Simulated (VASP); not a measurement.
# Zr2B3 in VASP: notebook

Runs on Zr2B3. Level: PBE. Tasks: single point.

Everything below comes from runs of VASP 6.6.1. Logs are shortened: lines on timing, memory, paths and dates and some standing lists are left out, and cuts for length are marked.

### Step 1. The cell of the first run

The structure is trigonal, space group R-3m (No. 166). Conventional cell: a = 3.436 Å, b = 3.436 Å, c = 18.985 Å, α = 90.00°, β = 90.00°, γ = 120.00°. Zr (site symmetry 3m) has 6 B at 2.58 Å and 3 Zr at 3.17 Å within 3.4 Å. B (site symmetry 2/m) has 4 B at 1.72 Å within 2.3 Å.

### Step 2. Single point, PBE

File INCAR:

```
  ALGO = Normal
  EDIFF = 1E-6
  ENCUT = 520
  GGA = PE
  ISIF = 2
  ISMEAR = 0
  LASPH = T
  LCHARG = T
  LELF = T
  LREAL = F
  LVHAR = T
  LWAVE = F
  NBANDS = 24
  NELM = 80
  PREC = Accurate
  SIGMA = 0.1
```

File KPOINTS:

```
k-points
0
Gamma
  6 6 6
```

File POSCAR:

```
Zr2B3
1.0
    1.7180839446      0.9919362279      6.3282588284
   -1.7180839446      0.9919362279      6.3282588284
    0.0000000000     -1.9838724558      6.3282588284
Zr B
2 3
Direct
    0.3984329219      0.3984329219      0.3984329219
    0.6015670781      0.6015670781      0.6015670781
    0.0000000000      0.5000000000      0.0000000000
    0.0000000000      0.0000000000      0.5000000000
    0.5000000000      0.0000000000      0.0000000000
```

Potentials or basis: VASP PAW PBE potentials, release 64 (Zr_sv, B).

Run with:

```
$ cat potpaw_PBE.64/Zr_sv/POTCAR potpaw_PBE.64/B/POTCAR > POTCAR
$ mpirun -np 1 vasp_std > vasp.out
```

OUTCAR:

```text
EDIFF = 1E-6
   ENCUT = 520
   GGA = PE
   ISIF = 2
   ISMEAR = 0
   LASPH = T
   LREAL = F
   NELM = 80
   PREC = Accurate

 ion  position               nearest neighbor table
   1  0.398  0.398  0.398-   3 2.58   5 2.58   3 2.58   5 2.58   4 2.58   4 2.58   2 3.17   2 3.17
                             2 3.17   2 3.86
   2  0.602  0.602  0.602-   5 2.58   3 2.58   3 2.58   5 2.58   4 2.58   4 2.58   1 3.17   1 3.17
                             1 3.17   1 3.86
   3  0.000  0.500  0.000-   4 1.72   4 1.72   5 1.72   5 1.72   1 2.58   2 2.58   1 2.58   2 2.58

   4  0.000  0.000  0.500-   3 1.72   5 1.72   3 1.72   5 1.72   1 2.58   2 2.58   1 2.58   2 2.58

   5  0.500  0.000  0.000-   4 1.72   4 1.72   3 1.72   3 1.72   1 2.58   2 2.58   1 2.58   2 2.58

  LATTYP: Found a trigonal (rhomboedric) cell.
 ALAT       =     6.6319386095
 COS(alpha) =     0.8657736565

  Lattice vectors:

 A1 = (   1.7180839446,   0.9919362279,   6.3282588284)
 A2 = (  -1.7180839446,   0.9919362279,   6.3282588284)
 A3 = (   0.0000000000,  -1.9838724558,   6.3282588284)

Analysis of symmetry for initial positions (statically):
=====================================================================
 Subroutine PRICEL returns:
 Original cell was already a primitive cell.

 Routine SETGRP: Setting up the symmetry group for a
 trigonal (rhombohedral) supercell.

 Subroutine GETGRP returns: Found 12 space group operations
 (whereof 12 operations were pure point group operations)
 out of a pool of 12 trial point group operations.

The static configuration has the point symmetry D_3d.

Analysis of symmetry for dynamics (positions and initial velocities):
=====================================================================
 Subroutine PRICEL returns:
 Original cell was already a primitive cell.

 Routine SETGRP: Setting up the symmetry group for a
 trigonal (rhombohedral) supercell.

 Subroutine GETGRP returns: Found 12 space group operations
 (whereof 12 operations were pure point group operations)
 out of a pool of 12 trial point group operations.

The dynamic configuration has the point symmetry D_3d.

 Subroutine INISYM returns: Found 12 space group operations
 (whereof 12 operations are pure point group operations),
 and found     1 'primitive' translations

----------------------------------------------------------------------------------------

                                     Primitive cell

  volume of cell :      64.7088

  direct lattice vectors                    reciprocal lattice vectors
     1.718083945  0.991936228  6.328258828     0.291021869  0.168021554  0.052673783
    -1.718083945  0.991936228  6.328258828    -0.291021869  0.168021554  0.052673783
     0.000000000 -1.983872456  6.328258828     0.000000000 -0.336043108  0.052673783

  length of vectors
     6.631938609  6.631938609  6.631938609     0.340146289  0.340146289  0.340146289

  position of ions in fractional coordinates (direct lattice)
     0.398432922  0.398432922  0.398432922
     0.601567078  0.601567078  0.601567078
     0.000000000  0.500000000  0.000000000
     0.000000000  0.000000000  0.500000000
     0.500000000  0.000000000  0.000000000

  ion indices of the primitive-cell ions
   primitive index   ion index
                 1           1
                 2           2
                 3           3
                 4           4
                 5           5

----------------------------------------------------------------------------------------

 KPOINTS: k-points

Automatic generation of k-mesh.
 Grid dimensions read from file:
 generate k-points for:    6    6    6

 Generating k-lattice:

  Cartesian coordinates                     Fractional coordinates (reciprocal lattice)
     0.048503645  0.028003592  0.008778964     0.166666667  0.000000000  0.000000000
    -0.048503645  0.028003592  0.008778964     0.000000000  0.166666667  0.000000000
     0.000000000 -0.056007185  0.008778964     0.000000000  0.000000000  0.166666667

  Length of vectors
     0.056691048  0.056691048  0.056691048

  Shift w.r.t. Gamma in fractional coordinates (k-lattice)
     0.000000000  0.000000000  0.000000000

 Subroutine IBZKPT returns following result:
 ===========================================

 Found     32 irreducible k-points:

 Following reciprocal coordinates:
            Coordinates               Weight
  0.000000  0.000000  0.000000      1.000000
  0.166667  0.000000 -0.000000      6.000000
  0.333333  0.000000 -0.000000      6.000000
  0.500000  0.000000 -0.000000      3.000000
  0.166667  0.166667  0.000000      6.000000
  0.333333  0.166667 -0.000000     12.000000
[... 16 lines left out ...]
  0.500000  0.500000  0.166667      6.000000
 -0.333333  0.500000  0.166667     12.000000
 [... further k-points ...]
   k-points           NKPTS =     32   k-points in BZ     NKDIM =     32   number of bands    NBANDS=     24
   number of dos      NEDOS =    301   number of ions     NIONS =      5
   total plane-waves  NPLWV = 125000
   dimension x,y,z NGX =    50 NGY =   50 NGZ =   50
   dimension x,y,z NGXF=   100 NGYF=  100 NGZF=  100
   ions per type =               2   3
   NGX,Y,Z   is equivalent  to a cutoff of  12.53, 12.53, 12.53 a.u.
   NGXF,Y,Z  is equivalent  to a cutoff of  25.07, 25.07, 25.07 a.u.
 SYSTEM =  unknown system
   PREC   = accura    normal or accurate (medium, high low for compatibility)
   ISTART =      0    job   : 0-new  1-cont  2-samecut
   ICHARG =      2    charge: 1-file 2-atom 10-const
   ISPIN  =      1    spin polarized calculation?
   LNONCOLLINEAR =      F non collinear calculations
   LSORBIT =      F    spin-orbit coupling
   LASPH  =      T    aspherical Exc in radial PAW
   ENCUT  =  520.0 eV  38.22 Ry    6.18 a.u.  12.33 12.33 12.33*2*pi/ulx,y,z
   NELM   =     80;   NELMIN=  2; NELMDL= -5     # of ELM steps
   EDIFF  = 0.1E-05   stopping-criterion for ELM
   LREAL  =      F    real-space projection
   EDIFFG = 0.1E-04   stopping-criterion for IOM
   NSW    =      0    number of steps for IOM
   IBRION =     -1    ionic relax: 0-MD 1-quasi-New 2-CG
   NFREE  =      0    steps in history (QN), initial steepest desc. (CG)
   ISIF   =      2    stress and relaxation
   ISYM   =      2    0-nonsym 1-usesym 2-fastsym
   POTIM  = 0.5000    time-step for ionic-motion
   TEBEG  =    0.0;   TEEND  =   0.0 temperature during run
   PSTRESS=    0.0 pullay stress
   NELECT =      33.0000    total number of electrons
   NUPDOWN=      -1.0000    fix difference up-down
   EMIN   =  10.00;   EMAX   =-10.00  energy-range for DOS
   EFERMI =   0.00;   METHOD = LEGACY
   ISMEAR =     0;   SIGMA  =   0.10  broadening in eV -4-tet -1-fermi 0-gaus
   EFERMI_NEDOS =   21; number of points for ismear=-14 and -15
   IALGO  =     38    algorithm
   IMIX   =      4    mixing-type and parameters
     AMIX     =   0.40;   BMIX     =  1.00
     AMIX_MAG =   1.60;   BMIX_MAG =  1.00
  volume/ion in A,a.u.               =      12.94        87.34
  Fermi-wavevector in a.u.,A,eV,Ry     =   1.307951  2.471670 23.275988  1.710737
  Thomas-Fermi vector in A             =   2.438651
   LORBIT       =      0    0 simple, 1 ext, 2 COOP (PROOUT), +10 PAW based schemes
   GGA     = PE    functional components
   LHFCALC =     F    Hartree Fock is set to
   AEXX    =    0.0000 exact exchange contribution
   IVDW    =     0    specifies the selected vdW correction
   LEPSILON=     F    determine dielectric tensor
   LRPA    =     F    only Hartree local field effects (RPA)
 non-spin polarized calculation
 Gauss-broadening in eV      SIGMA  =   0.10
  energy-cutoff  :      520.00
  volume of cell :       64.71
 maximum number of plane-waves:      1759
 NGX is ok and might be reduce to    50

 number of electron      33.0000000 magnetization

 Free energy of the ion-electron system (eV)
  ---------------------------------------------------
  ext. energy  EPLUGINS =         0.00000000
  ---------------------------------------------------
  free energy    TOTEN  =       -37.90040718 eV

  energy without entropy =      -37.89529617  energy(sigma->0) =      -37.89785167

 E-fermi :   8.9506     XC(G=0): -11.5363

 val. band max:        8.8989437624   @ k =   0.5000   0.5000   0.3333
 cond. band min:       8.9924071005   @ k =   0.3333   0.1667   0.1667
 fundamental gap:      0.0934633380
 Fermi energy:         8.9506417470

 k-point     1 :       0.0000    0.0000    0.0000
  band No.  band energies     occupation
      1     -39.8766      2.00000
      2     -39.7967      2.00000
      3     -18.2981      2.00000
      4     -17.7545      2.00000
      5     -17.7070      2.00000
      6     -17.7070      2.00000
[... 16 lines left out ...]
     23      13.9146      0.00000
     24      13.9146      0.00000

 k-point     2 :       0.1667    0.0000   -0.0000
  band No.  band energies     occupation
      1     -39.8619      2.00000
      2     -39.7912      2.00000
      3     -18.2556      2.00000
      4     -17.8756      2.00000
      5     -17.7392      2.00000
      6     -17.7319      2.00000
[... 16 lines left out ...]
     23      13.1454      0.00000
     24      14.1296      0.00000

 k-point     3 :       0.3333    0.0000   -0.0000
  band No.  band energies     occupation
      1     -39.8298      2.00000
      2     -39.7827      2.00000
      3     -18.1867      2.00000
      4     -18.0812      2.00000
      5     -17.8843      2.00000
      6     -17.7996      2.00000
[... 16 lines left out ...]
     23      12.8985      0.00000
     24      14.6611      0.00000
[... 514 lines left out ...]
 k-point    23 :       0.5000    0.5000    0.1667
  band No.  band energies     occupation
      1     -39.8270      2.00000
      2     -39.7855      2.00000
      3     -18.1358      2.00000
      4     -18.0929      2.00000
      5     -17.8773      2.00000
      6     -17.8079      2.00000
[... 16 lines left out ...]
     23      12.7265      0.00000
     24      13.1055      0.00000

 k-point    24 :      -0.3333    0.5000    0.1667
  band No.  band energies     occupation
      1     -39.8072      2.00000
      2     -39.7850      2.00000
      3     -18.1405      2.00000
      4     -18.1215      2.00000
      5     -17.9394      2.00000
      6     -17.8416      2.00000
[... 16 lines left out ...]
     23      12.7779      0.00000
     24      13.6043      0.00000

 [... further k-points ...]

------------------------ aborting loop because EDIFF is reached ----------------------------------------

  FORCE on cell =-STRESS in cart. coord.  units (eV):
  Direction    XX          YY          ZZ          XY          YZ          ZX
  --------------------------------------------------------------------------------------
  -------------------------------------------------------------------------------------
  Total        0.0699634      0.0699634      0.1389196     -0.0000000     -0.0000000      0.0000000
  in kB        1.7322799      1.7322799      3.4396195     -0.0000000     -0.0000000      0.0000000
  external PRESSURE =       2.3013931 kB  Pullay stress =       0.0000000 kB

 VOLUME and BASIS-vectors are now :
 -----------------------------------------------------------------------------
  energy-cutoff  :      520.00
  volume of cell :       64.71
      direct lattice vectors                 reciprocal lattice vectors
     1.718083945  0.991936228  6.328258828     0.291021869  0.168021554  0.052673783
    -1.718083945  0.991936228  6.328258828    -0.291021869  0.168021554  0.052673783
     0.000000000 -1.983872456  6.328258828     0.000000000 -0.336043108  0.052673783

 POSITION                                       TOTAL-FORCE (eV/Angst)
 -----------------------------------------------------------------------------------
      0.00000      0.00000      7.56416        -0.000000     -0.000000      0.088298
      0.00000      0.00000     11.42062        -0.000000     -0.000000     -0.088298
     -0.85904      0.49597      3.16413        -0.000000      0.000000     -0.000000
      0.00000     -0.99194      3.16413         0.000000     -0.000000     -0.000000
      0.85904      0.49597      3.16413        -0.000000     -0.000000     -0.000000
 -----------------------------------------------------------------------------------
    total drift:                                0.000000      0.000000      0.000000

  FREE ENERGIE OF THE ION-ELECTRON SYSTEM (eV)
  ---------------------------------------------------
  free  energy   TOTEN  =       -37.9004071822 eV

  energy  without entropy=      -37.8952961672  energy(sigma->0) =      -37.89785167
```

It took 89 s on 1 thread of Intel Xeon 6975P-C (Granite Rapids), shared host; peak memory 0.35 GiB.

Results:

```yaml
Free_energy: -37.9004 eV
Pressure: 0.2 GPa
Largest_force: 0.088 eV/Å
```

Forces on the atoms (eV/Å):
```
Zr   0.000  0.000  0.088
Zr   0.000  0.000 -0.088
B    0.000  0.000  0.000
B    0.000  0.000  0.000
B    0.000  0.000  0.000
```

### Step 3. Single point, PBE

This run uses another cell than the first one: it holds 10 atoms, not 5.

File INCAR:

```
SYSTEM = Zr2B3
PREC = Accurate
ENCUT = 520
EDIFF = 1E-7
ISMEAR = 0
SIGMA = 0.2
LREAL = .FALSE.
LASPH = .TRUE.
NELM = 60
ALGO = Normal
ISIF = 2
LWAVE = .FALSE.
LCHARG = .FALSE.
GGA = PE
NBANDS = 44
```

File KPOINTS:

```
regular mesh
0
G
  6 6 2
  0 0 0
```

File POSCAR:

```
Zr2B3
1.0
    3.4516294420     -0.0039149398      0.0001015643
   -1.7331249867      2.9647190285     -0.2255030874
   -0.0142481832     -0.9767452647     12.7673619264
Zr B
4 6
Direct
    1.1995122428      0.8994975200      0.0983830927
   -0.3004792392      0.8994349608      0.5983822284
    0.3004775155      0.1005660710      0.4016177047
   -0.1995195267      0.1004960159      0.9016131067
    0.7499920197      0.0000495101      0.2499901638
    0.2500118530     -0.0000526468      0.7500031097
    1.2499971160      0.5000611049      0.2500114254
    0.7500079730      0.4999477477      0.7499932915
    0.7499920660      0.5000575397      0.2500033797
    0.2500079800      0.4999421767      0.7500024975
```

Potentials or basis: VASP PAW PBE potentials, release 64 (Zr_sv, B).

Run with:

```
$ cat potpaw_PBE.64/Zr_sv/POTCAR potpaw_PBE.64/B/POTCAR > POTCAR
$ mpirun -np 1 vasp_std > vasp.out
```

It took 2.4 min on 1 thread of Intel Xeon 6975P-C (Granite Rapids), shared host; peak memory 0.35 GiB.

It converged, with:

```yaml
Free_energy: -75.8225 eV
Pressure: 0.0 GPa
Largest_force: 0.011 eV/Å
Band_gap_on_the_k_mesh: zero (band 33 reaches 9.55 eV, above the bottom of band 34 at 8.55 eV)
```

Forces in eV/Å, atoms in the order of the input:
```
Zr   0.000  0.002 -0.010
Zr   0.000  0.002 -0.010
Zr   0.000 -0.002  0.010
Zr   0.000 -0.002  0.011
B    0.000  0.000  0.000
B    0.000  0.000  0.000
B    0.000  0.000 -0.001
B    0.000  0.000  0.000
B    0.000  0.000  0.000
B    0.000  0.000  0.000
```

Stress tensor (GPa, compression positive):
```
-0.15  0.08  0.00
 0.08  0.15 -0.02
 0.00 -0.02 -0.06
```

Levels at points of the mesh, in eV from the Fermi level:
| k point | band 30 | band 31 | band 32 | band 33 | band 34 | band 35 | band 36 | band 37 |
| --- | --- | --- | --- | --- | --- | --- | --- | --- |
| (0.00, 0.00, 0.00) | -0.78 | -0.56 | -0.45 | -0.42 | -0.31 | 0.02 | 0.12 | 0.26 |
| (0.50, 0.00, 0.00) | -1.33 | -0.71 | -0.71 | 0.59 | 0.59 | 0.99 | 0.99 | 1.78 |
| (0.00, 0.50, 0.00) | -1.02 | -0.94 | -0.46 | 0.11 | 0.64 | 0.84 | 1.27 | 1.56 |
| (0.50, 0.50, 0.00) | -1.33 | -0.71 | -0.71 | 0.64 | 0.64 | 0.96 | 0.96 | 1.76 |
| (0.00, 0.00, 0.50) | -1.16 | -0.48 | -0.48 | -0.36 | -0.36 | 0.09 | 0.09 | 0.20 |
| (0.50, 0.00, 0.50) | -1.03 | -0.93 | -0.47 | 0.16 | 0.62 | 0.84 | 1.32 | 1.52 |
| (0.00, 0.50, 0.50) | -1.32 | -0.70 | -0.70 | 0.55 | 0.55 | 1.02 | 1.02 | 1.79 |
| (0.50, 0.50, 0.50) | -1.03 | -0.94 | -0.48 | 0.20 | 0.60 | 0.83 | 1.36 | 1.47 |

### Step 4. Single point, PBE, collinear spin, ferromagnetic start

File INCAR:

```
ALGO = Normal ; EDIFF = 1E-6
ENCUT = 520 ; GGA = PE
ISIF = 2 ; ISMEAR = 0
ISPIN = 2 ; LASPH = T
LCHARG = F ; LMAXMIX = 4
LORBIT = 11 ; LREAL = F
LWAVE = F ; MAGMOM = 1 1 0 0 0
NBANDS = 28 ; NELM = 150
PREC = Accurate ; SIGMA = 0.1
```

File KPOINTS:

```
k-points
0
Gamma
  6 6 6
```

File POSCAR:

```
Zr2B3
1.0
    1.7180839446      0.9919362279      6.3282588284
   -1.7180839446      0.9919362279      6.3282588284
    0.0000000000     -1.9838724558      6.3282588284
Zr B
2 3
Direct
    0.3984329219      0.3984329219      0.3984329219
    0.6015670781      0.6015670781      0.6015670781
    0.0000000000      0.5000000000      0.0000000000
    0.0000000000      0.0000000000      0.5000000000
    0.5000000000      0.0000000000      0.0000000000
```

Run with:

```
$ cat potpaw_PBE.64/Zr_sv/POTCAR potpaw_PBE.64/B/POTCAR > POTCAR
$ mpirun -np 1 vasp_std > vasp.out
```

Run time: 2.9 min. Hardware: 1 thread of Intel Xeon 6975P-C (Granite Rapids), shared host; peak memory 0.46 GiB.

It converged, with:

| Item | Value |
| --- | --- |
| Free energy | -37.9004 eV |
| Pressure | 0.2 GPa |
| Largest force | 0.089 eV/Å |
| Net moment | 0.00 μB per cell |
| Valence electrons inside the program's atomic spheres | Zr 9.81; B 2.02 |

Forces in eV/Å, atoms in the order of the input:
```
Zr   0.000  0.000  0.089
Zr   0.000  0.000 -0.089
B    0.000  0.000  0.000
B    0.000  0.000  0.000
B    0.000  0.000  0.000
```

Stress tensor (GPa, compression positive):
```
0.18 0.00 0.00
0.00 0.18 0.00
0.00 0.00 0.35
```

Levels at points of the mesh, in eV from the Fermi level:
Spin up:
| k point | band 13 | band 14 | band 15 | band 16 | band 17 | band 18 | band 19 | band 20 |
| --- | --- | --- | --- | --- | --- | --- | --- | --- |
| (0.00, 0.00, 0.00) | -3.67 | -3.35 | -0.86 | -0.34 | -0.34 | 0.08 | 0.08 | 0.35 |
| (0.50, 0.00, 0.00) | -4.33 | -3.48 | -1.05 | -0.95 | 0.14 | 0.76 | 1.54 | 3.41 |
| (0.50, 0.50, 0.00) | -4.46 | -3.60 | -1.41 | -0.48 | 0.63 | 1.33 | 2.35 | 2.55 |
| (0.50, 0.50, 0.50) | -3.76 | -2.55 | -1.40 | -0.48 | -0.48 | 0.32 | 0.32 | 1.44 |
Spin down:
| k point | band 14 | band 15 | band 16 | band 17 | band 18 | band 19 |
| --- | --- | --- | --- | --- | --- | --- |
| (0.00, 0.00, 0.00) | -3.35 | -0.86 | -0.34 | -0.34 | 0.08 | 0.08 |
| (0.50, 0.00, 0.00) | -3.48 | -1.05 | -0.95 | 0.14 | 0.76 | 1.54 |
| (0.50, 0.50, 0.00) | -3.60 | -1.41 | -0.48 | 0.63 | 1.33 | 2.35 |
| (0.50, 0.50, 0.50) | -2.55 | -1.40 | -0.48 | -0.48 | 0.32 | 0.32 |

### Step 5. Overview

| spin | cell | k mesh | smearing | gap on the mesh (eV) | pressure (GPa) | largest force (eV/Å) |
| --- | --- | --- | --- | --- | --- | --- |
| off | a = 6.632 Å, angles 30.0°, 5 atoms | 6 × 6 × 6 | gaussian 0.1 eV | none | 0.2 | 0.09 |
| off | a = 3.452, b = 3.442, c = 12.805 Å, angles 97.5, 90.1, 120.3°, 10 atoms | 6 × 6 × 2 | gaussian 0.2 eV | none | 0.0 | 0.01 |
| collinear, ferromagnetic start | a = 6.632 Å, angles 30.0°, 5 atoms | 6 × 6 × 6 | gaussian 0.1 eV | none | 0.2 | 0.09 |

Alike in all rows: task single point; level PBE; potentials or basis VASP PAW PBE potentials, release 64 (Zr_sv, B); cutoff (eV) 520.

Absolute energies hang on the potentials; compare differences alone.
